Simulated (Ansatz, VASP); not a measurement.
AgBr: VASP beside Ansatz

```
CELL_PARAMETERS angstrom
0.00000 2.89276 2.89276
2.89276 0.00000 2.89276
2.89276 2.89276 0.00000
ATOMIC_POSITIONS crystal
Ag 0.00000 0.00000 0.00000
Br 0.50000 0.50000 0.50000
```

Alike in both runs: task single point; functional PBE0; k mesh 6 × 6 × 6; no spin polarisation.

|  | VASP | Ansatz |
| --- | --- | --- |
| version | VASP 6.6.1 | Ansatz 0.2.0 |
| potentials or method | VASP PAW PBE potentials, release 64 (Ag, Br) | plane waves, PAW |
| plane-wave cutoff (eV) | 400 | 420 |
| occupations | gaussian, width 0.01 eV | fixed |
| valence electrons in the cell | 18 | 26 |

VASP gave:

- gap on the k mesh at the Fermi level (eV): 2.68
- pressure (GPa): 0.5

Estimate Ansatz's values.

gap on the k mesh at the Fermi level (eV): 2.69; pressure (GPa): 0.9.

VASP's potentials hold 18 valence electrons a cell and Ansatz's 26, so a difference there can come from the potentials and not from the codes. Ansatz's warnings: stress exchange threshold loose, stress scf threshold loose.
